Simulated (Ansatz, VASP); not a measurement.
# BeS in VASP and in Ansatz

```
CELL_PARAMETERS angstrom
0.00000 2.46442 2.42514
2.42514 0.00000 2.42514
2.42514 2.46442 0.00000
ATOMIC_POSITIONS crystal
Be 0.00000 0.00000 0.00000
S 0.75000 0.75000 0.75000
```

Alike in both runs: task single point; functional PBEsol; k mesh 10 × 10 × 10; occupations gaussian, width 0.05 eV; no spin polarisation.

```csv
,VASP,Ansatz
version,VASP 6.6.1,Ansatz 0.2.0
potentials or method,"VASP PAW PBE potentials, release 64 (Be, S), cutoff 520 eV","scalar-relativistic, plane waves, PAW"
valence electrons in the cell,8,8
```

```tsv
	VASP	Ansatz	Ansatz less VASP
gap on the k mesh at the Fermi level (eV)	2.89	2.89	-0.003
least direct gap on the mesh (eV)	5.54	5.54	-0.001
pressure (GPa)	-2.1	-2.2	-0.15
traceless stress, the component that is largest in VASP (GPa)	-1.03	-1.03	-0.005
```

VASP's potentials were made for PBE, not for PBEsol.
